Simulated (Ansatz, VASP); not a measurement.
WS2: VASP beside Ansatz

Contents of INCAR:

```
  PREC = Accurate
  ENCUT = 520
  EDIFF = 1E-6
  ISMEAR = 0
  SIGMA = 0.01
  LREAL = F
  LASPH = T
  NELM = 60
  ALGO = Normal
  ISIF = 2
  LWAVE = F
  LCHARG = T
  LELF = T
  LVHAR = T
  NBANDS = 35
```

Contents of KPOINTS:

```
Automatic mesh
0
Gamma
  12 12 2
```

The input POSCAR:

```
WS2
1.0
    3.1699447091      0.0000000000      0.0000000000
   -1.5849723546      2.7452526467      0.0000000000
    0.0000000000      0.0000000000     12.4911158352
W S
2 4
Direct
    0.3333333333      0.6666666667      0.2500000000
    0.6666666667      0.3333333333      0.7500000000
    0.3333333333      0.6666666667      0.6248924628
    0.6666666667      0.3333333333      0.1248924628
    0.3333333333      0.6666666667      0.8751075372
    0.6666666667      0.3333333333      0.3751075372
```

Input for Ansatz:

```yaml
crystal:
  lattice:
    - [3.1699447091, 0.0, 0.0]
    - [-1.5849723546, 2.7452526467, 0.0]
    - [0.0, 0.0, 12.4911158352]
  atoms:
    - { symbol: W, position: [0.3333333333, 0.6666666667, 0.25] }
    - { symbol: W, position: [0.6666666667, 0.3333333333, 0.75] }
    - { symbol: S, position: [0.3333333333, 0.6666666667, 0.6248924628] }
    - { symbol: S, position: [0.6666666667, 0.3333333333, 0.1248924628] }
    - { symbol: S, position: [0.3333333333, 0.6666666667, 0.8751075372] }
    - { symbol: S, position: [0.6666666667, 0.3333333333, 0.3751075372] }
kpoints:
  mp_grid: { grid: [12, 12, 2] }
  band_path:
    path:
      - [0.0, 0.0, 0.0]
      - [0.5, 0.0, 0.0]
      - [0.3333333333, 0.3333333333, 0.0]
      - [0.0, 0.0, 0.5]
      - [0.5, 0.0, 0.5]
      - [0.3333333333, 0.3333333333, 0.5]
      - [0.1666666667, 0.1666666667, 0.0]
    npoints: 1
hamiltonian:
  xc: lda
scf:
  occupations: { method: fixed }
  n_extra_bands: 5
output:
  forces: true
  stress: true
  eigenvalues: true
  write_density: true
  write_potential: true
  elf: true
  volumetric_format: npy
```

Alike in both runs: task single point; functional LDA; k mesh 12 × 12 × 2; no spin polarisation.

|  | VASP | Ansatz |
| --- | --- | --- |
| version | VASP 6.6.1 | Ansatz 0.2.0 |
| potentials or method | VASP PAW LDA potentials, release 64 (W_sv, S) | plane waves, PAW |
| plane-wave cutoff (eV) | 520 | 420 |
| occupations | gaussian, width 0.01 eV | fixed |
| valence electrons in the cell | 52 | 52 |

Ansatz gave:

| Quantity | Value |
| --- | --- |
| gap on the k mesh at the Fermi level (eV) | 0.97 |
| pressure (GPa) | -4.7 |
| traceless stress, the component that is largest in VASP (GPa) | 0.95 |
| rms of the force components (eV/Å) | 0.139 |

Task: Estimate VASP's values.

Result: gap on the k mesh at the Fermi level (eV): 0.98; pressure (GPa): -4.4; traceless stress, the component that is largest in VASP (GPa): 0.95; rms of the force components (eV/Å): 0.117.

LDA's correlation is that of Perdew and Zunger in VASP and of Perdew and Wang (1992) in Ansatz. Atom by atom the forces differ by 0.022 eV/Å (rms over components).

Neither program's run includes spin-orbit coupling.
